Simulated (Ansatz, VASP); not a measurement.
# Two plane-wave programs on Fe

Contents of INCAR:

```
ALGO = Normal
EDIFF = 1E-6
ENCUT = 520
GGA = PE
ISIF = 2
ISMEAR = 0
ISPIN = 2
LASPH = True
LCHARG = False
LMAXMIX = 4
LORBIT = 11
LREAL = False
LWAVE = False
MAGMOM = 2.4
NBANDS = 14
NELM = 150
PREC = Accurate
SIGMA = 0.05
```

Contents of KPOINTS:

```
k-points
0
Gamma
  22 22 22
```

The input POSCAR:

```
Fe
1.0
   -1.3964612817      1.3964612817      1.3964612817
    1.3964612817     -1.3964612817      1.3964612817
    1.3964612817      1.3964612817     -1.3964612817
Fe
1
Direct
    0.0000000000      0.0000000000      0.0000000000
```

Input for Ansatz:

```yaml
crystal:
  lattice:
    - [-1.3964612817, 1.3964612817, 1.3964612817]
    - [1.3964612817, -1.3964612817, 1.3964612817]
    - [1.3964612817, 1.3964612817, -1.3964612817]
  atoms:
    - { symbol: Fe, position: [0.0, 0.0, 0.0], spin: 2.4 }
basis:
  ecutwfc: 420
  ecutrho_ratio: 4
kpoints:
  mp_grid: { grid: [22, 22, 22] }
hamiltonian:
  xc: pbe
scf:
  occupations: { method: gaussian, width: 0.05 }
output:
  forces: true
  stress: true
  eigenvalues: true
  populations: true
magnetization:
  spin_polarized: true
```

Alike in both runs: task single point; functional PBE; k mesh 22 × 22 × 22; occupations gaussian, width 0.05 eV; collinear spin.

|  | VASP | Ansatz |
| --- | --- | --- |
| version | VASP 6.6.1 | Ansatz 0.2.0 |
| potentials or method | VASP PAW PBE potentials, release 64 (Fe), cutoff 520 eV | scalar-relativistic, plane waves, PAW |
| valence electrons in the cell | 8 | 16 |

```csv
,VASP,Ansatz,Ansatz less VASP
gap on the k mesh at the Fermi level (eV),none,none,-
pressure (GPa),9.0,9.3,+0.33
net moment per atom (μB),2.14,2.13,-0.012
size of the moment on the site where the two differ most (μB),2.13,2.17,+0.038
```

Site moments also hang on the region over which each program counts them. A gap of «none» marks a metal or a gap that the smearing closes. VASP's potentials hold 8 valence electrons a cell and Ansatz's 16, so a difference there can come from the potentials and not from the codes.
